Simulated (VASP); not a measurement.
# BiTe (Fm-3m) in VASP: a series of runs

The runs below take BiTe through single point, with PBE.

All numbers are computed with VASP 6.6.1; they aren't measurements. Logs are shortened: lines on timing, memory, paths and dates and some standing lists are left out, and cuts for length are marked.

## (1) The cell of the first run

It takes space group Fm-3m (No. 225, cubic). The conventional cell has a = 6.470 Å, b = 6.470 Å, c = 6.470 Å, α = 90.00°, β = 90.00°, γ = 90.00°. Bi (site symmetry m-3m) has 6 Te at 3.23 Å within 4.3 Å. Within 4.3 Å of Te (site symmetry m-3m) lie 6 Bi at 3.23 Å.

## (2) Single point, PBE

INCAR reads:

```
SYSTEM = BiTe
PREC = Accurate ; ENCUT = 520
EDIFF = 1E-6 ; ISMEAR = -1
SIGMA = 0.03 ; LREAL = .FALSE.
LASPH = .TRUE. ; NELM = 80
ALGO = Normal ; ISIF = 2
LWAVE = .FALSE. ; LCHARG = .FALSE.
GGA = PE ; NBANDS = 18
```

KPOINTS reads:

```
regular mesh
0
G
  10 10 10
  0 0 0
```

POSCAR reads:

```
BiTe
1.0
    0.0000000000      3.2350000000      3.2350000000
    3.2350000000      0.0000000000      3.2350000000
    3.2350000000      3.2350000000      0.0000000000
Bi Te
1 1
Direct
    0.0000000000      0.0000000000      0.0000000000
    0.5000000000      0.5000000000      0.5000000000
```

Potentials or basis: VASP PAW PBE potentials, release 64 (Bi_d, Te).

Launch:

```bash
$ cat potpaw_PBE.64/Bi_d/POTCAR potpaw_PBE.64/Te/POTCAR > POTCAR
$ mpirun -np 1 vasp_std > vasp.out
```

OUTCAR:

```text
SYSTEM = BiTe
   PREC = Accurate
   ENCUT = 520
   EDIFF = 1E-6
   ISMEAR = -1
   LREAL = .FALSE.
   LASPH = .TRUE.
   NELM = 80
   ISIF = 2
   GGA = PE

 ion  position               nearest neighbor table
   1  0.000  0.000  0.000-   2 3.23   2 3.23   2 3.23   2 3.23   2 3.23   2 3.23
   2  0.500  0.500  0.500-   1 3.23   1 3.23   1 3.23   1 3.23   1 3.23   1 3.23

  LATTYP: Found a face centered cubic cell.
 ALAT       =     6.4700000000

  Lattice vectors:

 A1 = (   0.0000000000,   3.2350000000,   3.2350000000)
 A2 = (   3.2350000000,   0.0000000000,   3.2350000000)
 A3 = (   3.2350000000,   3.2350000000,   0.0000000000)

Analysis of symmetry for initial positions (statically):
=====================================================================
 Subroutine PRICEL returns:
 Original cell was already a primitive cell.

 Routine SETGRP: Setting up the symmetry group for a
 face centered cubic supercell.

 Subroutine GETGRP returns: Found 48 space group operations
 (whereof 48 operations were pure point group operations)
 out of a pool of 48 trial point group operations.

The static configuration has the point symmetry O_h .

Analysis of symmetry for dynamics (positions and initial velocities):
=====================================================================
 Subroutine PRICEL returns:
 Original cell was already a primitive cell.

 Routine SETGRP: Setting up the symmetry group for a
 face centered cubic supercell.

 Subroutine GETGRP returns: Found 48 space group operations
 (whereof 48 operations were pure point group operations)
 out of a pool of 48 trial point group operations.

The dynamic configuration has the point symmetry O_h .

 Subroutine INISYM returns: Found 48 space group operations
 (whereof 48 operations are pure point group operations),
 and found     1 'primitive' translations

----------------------------------------------------------------------------------------

                                     Primitive cell

  volume of cell :      67.7100

  direct lattice vectors                    reciprocal lattice vectors
     0.000000000  3.235000000  3.235000000    -0.154559505  0.154559505  0.154559505
     3.235000000  0.000000000  3.235000000     0.154559505 -0.154559505  0.154559505
     3.235000000  3.235000000  0.000000000     0.154559505  0.154559505 -0.154559505

  length of vectors
     4.574980874  4.574980874  4.574980874     0.267704916  0.267704916  0.267704916

  position of ions in fractional coordinates (direct lattice)
     0.000000000  0.000000000  0.000000000
     0.500000000  0.500000000  0.500000000

  ion indices of the primitive-cell ions
   primitive index   ion index
                 1           1
                 2           2

----------------------------------------------------------------------------------------

 KPOINTS: regular mesh

Automatic generation of k-mesh.
 Grid dimensions read from file:
 generate k-points for:   10   10   10

 Generating k-lattice:

  Cartesian coordinates                     Fractional coordinates (reciprocal lattice)
    -0.015455951  0.015455951  0.015455951     0.100000000  0.000000000  0.000000000
     0.015455951 -0.015455951  0.015455951     0.000000000  0.100000000  0.000000000
     0.015455951  0.015455951 -0.015455951     0.000000000  0.000000000  0.100000000

  Length of vectors
     0.026770492  0.026770492  0.026770492

  Shift w.r.t. Gamma in fractional coordinates (k-lattice)
     0.000000000  0.000000000  0.000000000

 Subroutine IBZKPT returns following result:
 ===========================================

 Found     47 irreducible k-points:

 Following reciprocal coordinates:
            Coordinates               Weight
  0.000000  0.000000  0.000000      1.000000
  0.100000  0.000000  0.000000      8.000000
  0.200000  0.000000  0.000000      8.000000
  0.300000  0.000000  0.000000      8.000000
  0.400000  0.000000  0.000000      8.000000
  0.500000  0.000000  0.000000      4.000000
[... 16 lines left out ...]
  0.300000  0.300000  0.000000      6.000000
  0.400000  0.300000  0.000000     24.000000
 [... further k-points ...]
   k-points           NKPTS =     47   k-points in BZ     NKDIM =     47   number of bands    NBANDS=     18
   number of dos      NEDOS =    301   number of ions     NIONS =      2
   total plane-waves  NPLWV =  46656
   dimension x,y,z NGX =    36 NGY =   36 NGZ =   36
   dimension x,y,z NGXF=    72 NGYF=   72 NGZF=   72
   ions per type =               1   1
   NGX,Y,Z   is equivalent  to a cutoff of  13.08, 13.08, 13.08 a.u.
   NGXF,Y,Z  is equivalent  to a cutoff of  26.16, 26.16, 26.16 a.u.
 SYSTEM =  BiTe
   PREC   = accura    normal or accurate (medium, high low for compatibility)
   ISTART =      0    job   : 0-new  1-cont  2-samecut
   ICHARG =      2    charge: 1-file 2-atom 10-const
   ISPIN  =      1    spin polarized calculation?
   LNONCOLLINEAR =      F non collinear calculations
   LSORBIT =      F    spin-orbit coupling
   LASPH  =      T    aspherical Exc in radial PAW
   ENCUT  =  520.0 eV  38.22 Ry    6.18 a.u.   8.51  8.51  8.51*2*pi/ulx,y,z
   NELM   =     80;   NELMIN=  2; NELMDL= -5     # of ELM steps
   EDIFF  = 0.1E-05   stopping-criterion for ELM
   LREAL  =      F    real-space projection
   EDIFFG = 0.1E-04   stopping-criterion for IOM
   NSW    =      0    number of steps for IOM
   IBRION =     -1    ionic relax: 0-MD 1-quasi-New 2-CG
   NFREE  =      0    steps in history (QN), initial steepest desc. (CG)
   ISIF   =      2    stress and relaxation
   ISYM   =      2    0-nonsym 1-usesym 2-fastsym
   POTIM  = 0.5000    time-step for ionic-motion
   TEBEG  =    0.0;   TEEND  =   0.0 temperature during run
   PSTRESS=    0.0 pullay stress
   NELECT =      21.0000    total number of electrons
   NUPDOWN=      -1.0000    fix difference up-down
   EMIN   =  10.00;   EMAX   =-10.00  energy-range for DOS
   EFERMI =   0.00;   METHOD = LEGACY
   ISMEAR =    -1;   SIGMA  =   0.03  broadening in eV -4-tet -1-fermi 0-gaus
   EFERMI_NEDOS =   21; number of points for ismear=-14 and -15
   IALGO  =     38    algorithm
   IMIX   =      4    mixing-type and parameters
     AMIX     =   0.40;   BMIX     =  1.00
     AMIX_MAG =   1.60;   BMIX_MAG =  1.00
  volume/ion in A,a.u.               =      33.86       228.46
  Fermi-wavevector in a.u.,A,eV,Ry     =   1.108146  2.094092 16.707785  1.227988
  Thomas-Fermi vector in A             =   2.244669
   LORBIT       =      0    0 simple, 1 ext, 2 COOP (PROOUT), +10 PAW based schemes
   GGA     = PE    functional components
   LHFCALC =     F    Hartree Fock is set to
   AEXX    =    0.0000 exact exchange contribution
   IVDW    =     0    specifies the selected vdW correction
   LEPSILON=     F    determine dielectric tensor
   LRPA    =     F    only Hartree local field effects (RPA)
 non-spin polarized calculation
  energy-cutoff  :      520.00
  volume of cell :       67.71
 maximum number of plane-waves:      1849
 NGX is ok and might be reduce to    36
   NGX = 17   NGY = 17   NGZ = 17

 number of electron      21.0000001 magnetization

 Free energy of the ion-electron system (eV)
  ---------------------------------------------------
  ext. energy  EPLUGINS =         0.00000000
  ---------------------------------------------------
  free energy    TOTEN  =        -7.17349633 eV

  energy without entropy =       -7.16844955  energy(sigma->0) =       -7.17097294

 E-fermi :   6.6437     XC(G=0):  -9.4344

 val. band max:        6.6213677010   @ k =   0.2000   0.1000   0.0000
 cond. band min:       6.6522504268   @ k =   0.5000   0.1000   0.0000
 fundamental gap:      0.0308827258
 Fermi energy:         6.6437434764

 k-point     1 :       0.0000    0.0000    0.0000
  band No.  band energies     occupation
      1     -16.5033      2.00000
      2     -16.5033      2.00000
      3     -16.5003      2.00000
      4     -16.5003      2.00000
      5     -16.5003      2.00000
      6      -6.8722      2.00000
[... 10 lines left out ...]
     17      12.7648      0.00000
     18      13.2068      0.00000

 k-point     2 :       0.1000    0.0000    0.0000
  band No.  band energies     occupation
      1     -16.5036      2.00000
      2     -16.5036      2.00000
      3     -16.5002      2.00000
      4     -16.4998      2.00000
      5     -16.4998      2.00000
      6      -6.7828      2.00000
[... 10 lines left out ...]
     17      13.3716      0.00000
     18      13.8113      0.00000

 k-point     3 :       0.2000    0.0000    0.0000
  band No.  band energies     occupation
      1     -16.5047      2.00000
      2     -16.5047      2.00000
      3     -16.4997      2.00000
      4     -16.4981      2.00000
      5     -16.4981      2.00000
      6      -6.5171      2.00000
[... 10 lines left out ...]
     17      14.7098      0.00000
     18      15.0525      0.00000

 k-point     4 :       0.3000    0.0000    0.0000
  band No.  band energies     occupation
      1     -16.5062      2.00000
      2     -16.5062      2.00000
      3     -16.4991      2.00000
      4     -16.4959      2.00000
      5     -16.4959      2.00000
      6      -6.0831      2.00000
[... 10 lines left out ...]
     17      15.9921      0.00000
     18      16.6266      0.00000

 k-point     5 :       0.4000    0.0000    0.0000
  band No.  band energies     occupation
      1     -16.5075      2.00000
      2     -16.5075      2.00000
      3     -16.4986      2.00000
      4     -16.4940      2.00000
      5     -16.4940      2.00000
      6      -5.4987      2.00000
[... 10 lines left out ...]
     17      15.6336      0.00000
     18      16.9800      0.00000

 k-point     6 :       0.5000    0.0000    0.0000
  band No.  band energies     occupation
      1     -16.5079      2.00000
      2     -16.5079      2.00000
      3     -16.4985      2.00000
      4     -16.4933      2.00000
      5     -16.4933      2.00000
      6      -4.9176      2.00000
[... 10 lines left out ...]
     17      14.8560      0.00000
     18      15.8669      0.00000

 k-point     7 :       0.1000    0.1000    0.0000
  band No.  band energies     occupation
      1     -16.5045      2.00000
      2     -16.5029      2.00000
      3     -16.5007      2.00000
      4     -16.4994      2.00000
      5     -16.4994      2.00000
      6      -6.7537      2.00000
[... 10 lines left out ...]
     17      13.0412      0.00000
     18      13.4012      0.00000

 k-point     8 :       0.2000    0.1000    0.0000
  band No.  band energies     occupation
      1     -16.5058      2.00000
      2     -16.5031      2.00000
      3     -16.5006      2.00000
      4     -16.4982      2.00000
      5     -16.4978      2.00000
      6      -6.5489      2.00000
[... 10 lines left out ...]
     17      13.7397      0.00000
     18      14.0248      0.00000
[... 229 lines left out ...]
     17      15.6298      0.00000
     18      16.3615      0.00000

 k-point    20 :      -0.4000    0.2000    0.0000
  band No.  band energies     occupation
      1     -16.5097      2.00000
      2     -16.5057      2.00000
      3     -16.4972      2.00000
      4     -16.4946      2.00000
      5     -16.4931      2.00000
      6      -4.8588      2.00000
[... 10 lines left out ...]
     17      16.1508      0.00000
     18      17.5878      0.00000

 k-point    21 :      -0.3000    0.2000    0.0000
  band No.  band energies     occupation
      1     -16.5079      2.00000
      2     -16.5064      2.00000
      3     -16.4974      2.00000
      4     -16.4948      2.00000
      5     -16.4947      2.00000
      6      -5.4457      2.00000
[... 10 lines left out ...]
     17      15.1054      0.00000
     18      16.1808      0.00000

 k-point    22 :      -0.2000    0.2000    0.0000
  band No.  band energies     occupation
      1     -16.5064      2.00000
      2     -16.5061      2.00000
      3     -16.4986      2.00000
      4     -16.4966      2.00000
      5     -16.4950      2.00000
      6      -5.9524      2.00000
[... 10 lines left out ...]
     17      14.6228      0.00000
     18      15.9699      0.00000

 k-point    23 :       0.3000    0.3000    0.0000
  band No.  band energies     occupation
      1     -16.5121      2.00000
      2     -16.5026      2.00000
      3     -16.5003      2.00000
      4     -16.4936      2.00000
      5     -16.4936      2.00000
      6      -5.8985      2.00000
[... 10 lines left out ...]
     17      14.7120      0.00000
     18      14.7120      0.00000

 k-point    24 :       0.4000    0.3000    0.0000
  band No.  band energies     occupation
      1     -16.5136      2.00000
      2     -16.5025      2.00000
      3     -16.5004      2.00000
      4     -16.4924      2.00000
      5     -16.4921      2.00000
      6      -5.5603      2.00000
[... 10 lines left out ...]
     17      15.5943      0.00000
     18      15.6727      0.00000

 [... further k-points ...]
[... 5 lines left out ...]
  --------------------------------------------------------------------------------------
  -------------------------------------------------------------------------------------
  Total        0.3040877      0.3040877      0.3040877      0.0000000      0.0000000      0.0000000
  in kB        7.1954270      7.1954270      7.1954270      0.0000000      0.0000000      0.0000000
  external PRESSURE =       7.1954270 kB  Pullay stress =       0.0000000 kB

 VOLUME and BASIS-vectors are now :
 -----------------------------------------------------------------------------
  energy-cutoff  :      520.00
  volume of cell :       67.71
      direct lattice vectors                 reciprocal lattice vectors
     0.000000000  3.235000000  3.235000000    -0.154559505  0.154559505  0.154559505
     3.235000000  0.000000000  3.235000000     0.154559505 -0.154559505  0.154559505
     3.235000000  3.235000000  0.000000000     0.154559505  0.154559505 -0.154559505

 POSITION                                       TOTAL-FORCE (eV/Angst)
 -----------------------------------------------------------------------------------
      0.00000      0.00000      0.00000        -0.000000     -0.000000     -0.000000
      3.23500      3.23500      3.23500         0.000000      0.000000      0.000000
 -----------------------------------------------------------------------------------
    total drift:                               -0.000000      0.000000      0.000000

  FREE ENERGIE OF THE ION-ELECTRON SYSTEM (eV)
  ---------------------------------------------------
  free  energy   TOTEN  =        -7.1734963256 eV

  energy  without entropy=       -7.1684495517  energy(sigma->0) =       -7.17097294
```

Wall time 54 s (1 thread of Intel Xeon 8259CL, shared host); peak memory 0.23 GiB.

Results:

```yaml
Free_energy: -7.1735 eV
Pressure: 0.7 GPa
Band_gap_on_the_k_mesh: zero (an odd number of electrons rules out a gap without spin polarisation)
```

Caveat: spin-orbit coupling is left out, which moves the levels of the heavy elements.

## (3) Single point, PBE, non-collinear spin, zero start, spin-orbit coupling

INCAR reads:

```
  ALGO = Normal
  EDIFF = 1E-6
  ENCUT = 520
  GGA = PE
  GGA_COMPAT = False
  ISIF = 2
  ISMEAR = -1
  LASPH = True
  LCHARG = False
  LORBIT = 11
  LORBMOM = True
  LREAL = False
  LSORBIT = True
  LWAVE = False
  MAGMOM = 0 0 0 0 0 0
  NBANDS = 33
  NELM = 150
  PREC = Accurate
  SIGMA = 0.03
```

KPOINTS reads:

```
k-points
0
Gamma
  10 10 10
```

POSCAR is that of step 2.

Potentials or basis: VASP PAW PBE potentials, release 64 (Bi_d, Te).

Launch:

```bash
$ cat potpaw_PBE.64/Bi_d/POTCAR potpaw_PBE.64/Te/POTCAR > POTCAR
$ mpirun -np 1 vasp_ncl > vasp.out
```

It took 4.7 min on 1 thread of Intel Xeon 8259CL, shared host; peak memory 0.48 GiB.

The run converged. Its results:

| Quantity | Value |
| --- | --- |
| Free energy | -8.1742 eV |
| Pressure | 2.0 GPa |
| Net moment | 0.00 μB per cell |
| Valence electrons inside the program's atomic spheres | Bi 12.70; Te 3.34 |

Moments on the atoms (μB; x, y, z):
```
Bi  0.00 0.00 0.00
Te  0.00 0.00 0.00
```
